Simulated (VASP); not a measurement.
ScIn4: relaxation of cell and atoms with PBE

ScIn4:

```
CELL_PARAMETERS angstrom
-3.13358 3.13358 3.13358
3.13358 -3.13358 3.13358
3.13358 3.13358 -3.13358
ATOMIC_POSITIONS crystal
Sc 0.00000 0.00000 0.00000
In 0.00000 0.00000 0.50000
In 0.00000 0.50000 0.00000
In 0.50000 0.00000 0.00000
In 0.50000 0.50000 0.50000
```

```yaml
Program: VASP 6.6.1
Task: relaxation of cell and atoms
Functional: PBE
Potentials_or_basis: VASP PAW PBE potentials, release 64 (Sc_sv, In_d)
Cutoff: 600 eV
k_mesh: 4 × 4 × 4
Occupations: gaussian, width 0.1 eV
Spin: no spin polarisation
Dipole_correction: no
Further_INCAR_settings: ALGO = Normal; EDIFF = 1e-07; IBRION = 2; EDIFFG = -0.04; NSW = 90; ISIF = 3
```

```yaml
Relaxed_volume: 30.97 Å³/atom
Relaxed_cell: a = 5.859 Å, b = 5.859 Å, c = 5.859 Å, α = 109.47°, β = 109.47°, γ = 109.47°
Space_group_after_relaxing_to_0.05_Å: Im-3m (No. 229)
Energy_gained_by_relaxing: 216.8 meV/atom
Ionic_steps: 3
Pressure_after_relaxing: 0.0 GPa
```

Step by step:
```csv
step,energy change (eV),largest force (eV/Å),pressure (GPa),volume (Å³)
1,0.0000,0.0000,13.50,123.08
2,-1.0429,0.0000,-1.44,163.84
3,-1.0839,0.0000,0.05,154.87
```

Final structure:
```
Sc In
1.0
    -3.38298    3.38298    3.38298
     3.38298   -3.38298    3.38298
     3.38298    3.38298   -3.38298
Sc In
1 4
Direct
  0.00000 0.00000 0.00000
  0.00000 0.00000 0.50000
  0.00000 0.50000 0.00000
  0.50000 0.00000 0.00000
  0.50000 0.50000 0.50000
```

Levels at points of the mesh, in eV from the Fermi level:
| k point | band 28 | band 29 | band 30 | band 31 | band 32 | band 33 | band 34 | band 35 | band 36 | band 37 |
| --- | --- | --- | --- | --- | --- | --- | --- | --- | --- | --- |
| (0.00, 0.00, 0.00) | -3.08 | -0.75 | -0.75 | -0.75 | -0.10 | -0.10 | -0.10 | 1.48 | 1.48 | 3.41 |
| (0.50, 0.00, 0.00) | -3.59 | -1.50 | -0.93 | 0.33 | 0.37 | 0.58 | 1.40 | 2.16 | 2.83 | 2.94 |
| (0.50, 0.50, 0.50) | -3.22 | -2.45 | -2.45 | -0.25 | -0.25 | -0.25 | 0.19 | 2.72 | 2.72 | 3.98 |

Run time: 3.6 min on 1 thread of Oxide Virtual Turin-like Processor, with other jobs on the host, peak memory 0.31 GiB.

Caveat: the volume moved by over 15 % at a fixed basis, so the end points are rough; spin-orbit coupling is left out, which moves the levels of the heavy elements.
